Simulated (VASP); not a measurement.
# AgB2 in VASP: single point with PBE

Aim: the single point of AgB2 with PBE.

Everything below comes from runs of VASP 6.6.1. Logs are shortened: lines on timing, memory, paths and dates and some standing lists are left out, and cuts for length are marked.

## Step 1: The cell of the first run

The cell holds a slab with vacuum, 9 atoms: a = 3.027 Å, b = 4.064 Å, c = 20.990 Å, α = 90.00°, β = 90.00°, γ = 90.00°.

## Step 2: Single point, PBE

INCAR reads:

```
SYSTEM = AgB2
PREC = Accurate
ENCUT = 520
EDIFF = 1E-6
ISMEAR = -1
SIGMA = 0.1
LREAL = .FALSE.
LASPH = .TRUE.
NELM = 60
ALGO = Normal
ISIF = 2
LWAVE = .FALSE.
LCHARG = .FALSE.
LDIPOL = .TRUE.
IDIPOL = 3
DIPOL = 0.5 0.5 0.500
GGA = PE
NBANDS = 36
```

KPOINTS reads:

```
regular mesh
0
G
  6 4 1
  0 0 0
```

POSCAR reads:

```
AgB2
1.0
    3.0268040000      0.0000000000      0.0000000000
    0.0000000000      4.0639220000      0.0000000000
    0.0000000000      0.0000000000     20.9901052905
Ag B
3 6
Direct
    0.0000000000      0.0000000000      0.3334904663
    0.5000000000      0.0000000000      0.4583726010
    0.0000000000      0.0000000000      0.5832547357
    0.5000005000      0.5000000000      0.3751178029
    0.9999995000      0.5000000000      0.4167452643
    0.0000005000      0.5000000000      0.4999999376
    0.4999995000      0.5000000000      0.5416273990
    0.5000005000      0.5000000000      0.6248820723
    0.9999995000      0.5000000000      0.6665095337
```

Potentials or basis: VASP PAW PBE potentials, release 64 (Ag, B).

Command:

```bash
cat potpaw_PBE.64/Ag/POTCAR potpaw_PBE.64/B/POTCAR > POTCAR
mpirun -np 1 vasp_std > vasp.out
```

OUTCAR:

```text
SYSTEM = AgB2
   PREC = Accurate
   ENCUT = 520
   EDIFF = 1E-6
   ISMEAR = -1
   LREAL = .FALSE.
   LASPH = .TRUE.
   NELM = 60
   ISIF = 2
   GGA = PE

 ion  position               nearest neighbor table
   1  0.000  0.000  0.333-   4 2.68   4 2.68   5 2.68   5 2.68   4 2.68   4 2.68   2 3.03   2 3.03

   2  0.500  0.000  0.458-   6 2.68   6 2.68   5 2.68   5 2.68   7 2.68   7 2.68   6 2.68   6 2.68
                             4 2.68   4 2.68   5 2.68   5 2.68   1 3.03   3 3.03   1 3.03   3 3.03
   3  0.000  0.000  0.583-   8 2.68   8 2.68   7 2.68   7 2.68   9 2.68   9 2.68   8 2.68   8 2.68
                             6 2.68   6 2.68   7 2.68   7 2.68   2 3.03   2 3.03
   4  0.500  0.500  0.375-   5 1.75   5 1.75   1 2.68   1 2.68   1 2.68   1 2.68   2 2.68   2 2.68

   5  1.000  0.500  0.417-   4 1.75   6 1.75   4 1.75   2 2.68   2 2.68   1 2.68   1 2.68   2 2.68
                             2 2.68
   6  0.000  0.500  0.500-   7 1.75   5 1.75   7 1.75   2 2.68   2 2.68   2 2.68   2 2.68   3 2.68
                             3 2.68
   7  0.500  0.500  0.542-   6 1.75   8 1.75   6 1.75   3 2.68   3 2.68   2 2.68   2 2.68   3 2.68
                             3 2.68
   8  0.500  0.500  0.625-   9 1.75   7 1.75   9 1.75   3 2.68   3 2.68   3 2.68   3 2.68
   9  1.000  0.500  0.667-   8 1.75   8 1.75   3 2.68   3 2.68

  LATTYP: Found a simple orthorhombic cell.
 ALAT       =     3.0268040000
 B/A-ratio  =     1.3426445848
 C/A-ratio  =     6.9347421539

  Lattice vectors:

 A1 = (   3.0268040000,   0.0000000000,   0.0000000000)
 A2 = (   0.0000000000,   4.0639220000,   0.0000000000)
 A3 = (   0.0000000000,   0.0000000000,  20.9901052905)

Analysis of symmetry for initial positions (statically):
=====================================================================
 Subroutine PRICEL returns:
 Original cell was already a primitive cell.

 Routine SETGRP: Setting up the symmetry group for a
 simple orthorhombic supercell.

 Subroutine GETGRP returns: Found  4 space group operations
 (whereof  4 operations were pure point group operations)
 out of a pool of  8 trial point group operations.

The static configuration has the point symmetry C_2v.

Analysis of symmetry for dynamics (positions and initial velocities):
=====================================================================
 Subroutine PRICEL returns:
 Original cell was already a primitive cell.

 Routine SETGRP: Setting up the symmetry group for a
 simple orthorhombic supercell.

 Subroutine GETGRP returns: Found  4 space group operations
 (whereof  4 operations were pure point group operations)
[... 118 lines left out ...]
   ISMEAR =    -1;   SIGMA  =   0.10  broadening in eV -4-tet -1-fermi 0-gaus
   EFERMI_NEDOS =   21; number of points for ismear=-14 and -15
   IALGO  =     38    algorithm
   IMIX   =      4    mixing-type and parameters
     AMIX     =   0.40;   BMIX     =  1.00
     AMIX_MAG =   1.60;   BMIX_MAG =  1.00
  volume/ion in A,a.u.               =      28.69       193.60
  Fermi-wavevector in a.u.,A,eV,Ry     =   0.953418  1.801699 12.367782  0.909006
  Thomas-Fermi vector in A             =   2.082071
   LORBIT       =      0    0 simple, 1 ext, 2 COOP (PROOUT), +10 PAW based schemes
   GGA     = PE    functional components
   LHFCALC =     F    Hartree Fock is set to
   AEXX    =    0.0000 exact exchange contribution
   IVDW    =     0    specifies the selected vdW correction
   LEPSILON=     F    determine dielectric tensor
   LRPA    =     F    only Hartree local field effects (RPA)
 non-spin polarized calculation
  energy-cutoff  :      520.00
  volume of cell :      258.19
 maximum number of plane-waves:      7023
 NGX is ok and might be reduce to    24
   NGX = 11   NGY = 15   NGZ = 79

 dipolmoment           0.000000      0.000000      0.001248 electrons x Angstroem

 number of electron      50.9999989 magnetization

 dipolmoment           0.000000      0.000000     -0.023717 electrons x Angstroem

 Free energy of the ion-electron system (eV)
  ---------------------------------------------------
  ext. energy  EPLUGINS =         0.00000000
  ---------------------------------------------------
  free energy    TOTEN  =       -40.95306017 eV

  energy without entropy =      -40.86804907  energy(sigma->0) =      -40.91055462

 E-fermi :  -0.0187     XC(G=0):  -5.4592

 val. band max:       -0.0608950223   @ k =   0.0000   0.2500   0.0000
 cond. band min:       0.0397666358   @ k =   0.5000   0.2500   0.0000
 fundamental gap:      0.1006616581
 Fermi energy:        -0.0187364688

 k-point     1 :       0.0000    0.0000    0.0000
  band No.  band energies     occupation
      1     -11.7605      2.00000
      2     -10.5693      2.00000
      3      -8.7177      2.00000
      4      -6.7307      2.00000
      5      -5.6662      2.00000
      6      -5.4391      2.00000
[... 457 lines left out ...]
     35       6.8415      0.00000
     36       7.4007      0.00000

------------------------ aborting loop because EDIFF is reached ----------------------------------------

 vacuum level on the upper side and lower side of the slab       (xc-potential included)        -0.180         0.102

  FORCE on cell =-STRESS in cart. coord.  units (eV):
  Direction    XX          YY          ZZ          XY          YZ          ZX
  --------------------------------------------------------------------------------------
  -------------------------------------------------------------------------------------
  Total       -3.1207400     -3.7369890     -8.0550478      0.0000000      0.0000000      0.0000000
  in kB      -19.3652849    -23.1893258    -49.9843931      0.0000000      0.0000000      0.0000000
  external PRESSURE =     -30.8463346 kB  Pullay stress =       0.0000000 kB

 VOLUME and BASIS-vectors are now :
 -----------------------------------------------------------------------------
  energy-cutoff  :      520.00
  volume of cell :      258.19
      direct lattice vectors                 reciprocal lattice vectors
     3.026804000  0.000000000  0.000000000     0.330381485  0.000000000  0.000000000
     0.000000000  4.063922000  0.000000000     0.000000000  0.246067715  0.000000000
     0.000000000  0.000000000 20.990105291     0.000000000  0.000000000  0.047641495

 POSITION                                       TOTAL-FORCE (eV/Angst)
 -----------------------------------------------------------------------------------
      0.00000      0.00000      7.00000         0.000000      0.000000      0.515978
      1.51340      0.00000      9.62129         0.000000      0.000000     -0.066561
      0.00000      0.00000     12.24258         0.000000      0.000000      0.600300
      1.51340      2.03196      7.87376         0.000000      0.000000      1.629671
      3.02680      2.03196      8.74753         0.000000      0.000000     -1.856942
      0.00000      2.03196     10.49505         0.000000      0.000000      0.177630
      1.51340      2.03196     11.36882         0.000000      0.000000     -0.093489
      1.51340      2.03196     13.11634         0.000000      0.000000      3.474820
      3.02680      2.03196     13.99011         0.000000      0.000000     -4.381408
 -----------------------------------------------------------------------------------
    total drift:                                0.000051      0.000000     -0.000604

  FREE ENERGIE OF THE ION-ELECTRON SYSTEM (eV)
  ---------------------------------------------------
  free  energy   TOTEN  =       -40.9530601675 eV

  energy  without entropy=      -40.8680490656  energy(sigma->0) =      -40.91055462

 vacuum level on the upper side and lower side of the slab         4.127         4.469
```

OSZICAR:

```text
N       E                     dE             d eps       ncg     rms          rms(c)
DAV:   1     0.280644691403E+03    0.28064E+03   -0.21363E+04   864   0.117E+03
DAV:   2    -0.317987070060E+02   -0.31244E+03   -0.29311E+03  1028   0.250E+02
DAV:   3    -0.502697095258E+02   -0.18471E+02   -0.17894E+02  1060   0.595E+01
[... 19 lines left out ...]
DAV:  23    -0.409530463749E+02   -0.35636E-04   -0.21568E-06   688   0.373E-03    0.978E-04
DAV:  24    -0.409530526414E+02   -0.62665E-05   -0.27753E-07   688   0.170E-03    0.874E-04
DAV:  25    -0.409530579140E+02   -0.52726E-05   -0.38964E-07   644   0.168E-03    0.638E-04
DAV:  26    -0.409530592837E+02   -0.13697E-05   -0.96671E-08   668   0.116E-03    0.448E-04
DAV:  27    -0.409530601675E+02   -0.88380E-06   -0.86784E-08   624   0.118E-03
   1 F= -.40953060E+02 E0= -.40910555E+02  d E =-.850111E-01
```

stdout:

```text
POSCAR found type information on POSCAR AgB
 POSCAR found :  2 types and       9 ions
 scaLAPACK will be used
 LDA part: xc-table for (Slater+PW92), standard interpolation
 POSCAR, INCAR and KPOINTS ok, starting setup
 FFT: planning ... GRIDC
 FFT: planning ... GRID_SOFT
 FFT: planning ... GRID
 WAVECAR not read
 entering main loop
```

Run time: 3 min. Hardware: 1 thread of AMD EPYC 7R13 (Zen 3), shared host; peak memory 0.34 GiB.

What came out:

* Free energy: -40.9531 eV
* Largest force: 4.381 eV/Å

Forces on the atoms (eV/Å):
```
Ag   0.000  0.000  0.516
Ag   0.000  0.000 -0.067
Ag   0.000  0.000  0.600
B    0.000  0.000  1.630
B    0.000  0.000 -1.857
B    0.000  0.000  0.178
B    0.000  0.000 -0.093
B    0.000  0.000  3.475
B    0.000  0.000 -4.381
```

Caveat: the k points lie up to 0.39 Å⁻¹ apart.
